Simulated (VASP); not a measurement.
Write the native input for VASP 6.6.1 that does the following.

| Quantity | Value |
| --- | --- |
| Task | single point |
| Functional | PBE |
| Potentials or basis | VASP PAW PBE potentials, release 64 (Li_sv, H) |
| Cutoff | 520 eV |
| k mesh | 10 × 10 × 10 |
| Occupations | gaussian, width 0.02 eV |
| Spin | no spin polarisation |
| Dipole correction | no |
| Further INCAR settings | ALGO = Normal; EDIFF = 1e-06; NBANDS = 9 |

The structure of LiH lies in POSCAR:

```
LiH
1.0
    0.0000000000      1.9831609672      1.9831609672
    1.9831609672      0.0000000000      1.9831609672
    1.9831609672      1.9831609672      0.0000000000
Li H
1 1
Direct
    0.0000000000      0.0000000000      0.0000000000
    0.5000000000      0.5000000000      0.5000000000
```

This cell differs from its parent crystal: volume scaled by 0.97.

These files were run (other wordings do the same):

INCAR

```
SYSTEM = LiH
  ALGO = Normal
  EDIFF = 1E-6
  ENCUT = 520
  GGA = PE
  ISIF = 2
  ISMEAR = 0
  LASPH = .TRUE.
  LCHARG = .TRUE.
  LELF = .TRUE.
  LREAL = .FALSE.
  LVHAR = .TRUE.
  LWAVE = .FALSE.
  NBANDS = 9
  NELM = 60
  PREC = Accurate
  SIGMA = 0.02
```

KPOINTS

```
k-points
0
G
  10 10 10
  0 0 0
```

Potentials or basis: VASP PAW PBE potentials, release 64 (Li_sv, H).

Command:

```console
$ cat potpaw_PBE.64/Li_sv/POTCAR potpaw_PBE.64/H/POTCAR > POTCAR
$ mpirun -np 1 vasp_std > vasp.out
```

Results of the run:

The band gap on the k mesh is 2.96 eV, direct.

Run time: 3.5 s on 1 thread of Intel(R) Xeon(R) 6975P-C (Granite Rapids), with other jobs on the host, peak memory 0.13 GiB.
